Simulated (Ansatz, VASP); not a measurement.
**Two plane-wave programs on AlRu**

Contents of INCAR:

```
SYSTEM = AlRu
ALGO     = Normal         ! electronic algorithm
EDIFF    = 1E-6           ! SCF threshold, eV
ENCUT    = 520            ! plane-wave cutoff, eV
GGA      = PE             ! functional
ISIF     = 2              ! what is computed and relaxed
ISMEAR   = -1             ! smearing method
LASPH    = .TRUE.         ! aspherical terms in the spheres
LCHARG   = .FALSE.        ! write CHGCAR
LREAL    = .FALSE.        ! projectors in reciprocal space
LWAVE    = .FALSE.        ! write WAVECAR
NBANDS   = 34             ! bands
NELM     = 100            ! most SCF steps
PREC     = Accurate       ! precision mode
SIGMA    = 0.1            ! smearing width, eV
```

The input KPOINTS:

```
k-points
0
G
  12 9 1
  0 0 0
```

File POSCAR:

```
AlRu
1.0
    3.0043569640      0.0000000000      0.0000000000
    0.0000000000      4.2488023648      0.0000000000
    0.0000000000      0.0000000000     20.2488000000
Ru Al
3 3
Direct
    0.7500000000      0.2500000000      0.3968935069
    0.7500000000      0.7500000000      0.5000000006
    0.7500000000      0.2500000000      0.6031064846
    0.2500000000      0.7500000000      0.3960081436
    0.2500000000      0.2500000000      0.4999999842
    0.2500000000      0.7500000000      0.6039918800
```

Input for Ansatz:

```yaml
crystal:
  lattice:
    - [3.004356964, 0.0, 0.0]
    - [0.0, 4.2488023648, 0.0]
    - [0.0, 0.0, 20.2488]
  atoms:
    - { symbol: Ru, position: [0.75, 0.25, 0.3968935069] }
    - { symbol: Al, position: [0.25, 0.75, 0.3960081436] }
    - { symbol: Ru, position: [0.75, 0.75, 0.5000000006] }
    - { symbol: Al, position: [0.25, 0.25, 0.4999999842] }
    - { symbol: Ru, position: [0.75, 0.25, 0.6031064846] }
    - { symbol: Al, position: [0.25, 0.75, 0.60399188] }
kpoints:
  mp_grid: { grid: [12, 9, 1] }
scf:
  occupations: { method: fermi_dirac, width: 0.1 }
hamiltonian:
  xc: pbe
  pseudopotentials: { kind: paw }
output:
  forces: true
  stress: true
  eigenvalues: true
  core_levels:
    shells: { Ru: ["3d"] }
    counted_from: fermi_level
    add_spin: false
```

Alike in both runs: task single point; functional PBE; k mesh 12 × 9 × 1; occupations fermi-dirac, width 0.1 eV; no spin polarisation.

|  | VASP | Ansatz |
| --- | --- | --- |
| version | VASP 6.6.1 | Ansatz 0.2.0 |
| potentials or method | VASP PAW PBE potentials, release 64 (Ru_pv, Al) | PAW with Ansatz's default frozen-core files, scalar-relativistic |
| plane-wave cutoff (eV) | 520 | 420 |
| valence electrons in the cell | 51 | 57 |

|  | VASP | Ansatz | Ansatz less VASP |
| --- | --- | --- | --- |
| rms of the force components (eV/Å) | 0.004 | 0.002 | -0.0020 |

The functional is the same, so the differences come from potentials, cutoffs and numerics. VASP's potentials hold 51 valence electrons a cell and Ansatz's 57, so a difference there can come from the potentials and not from the codes.
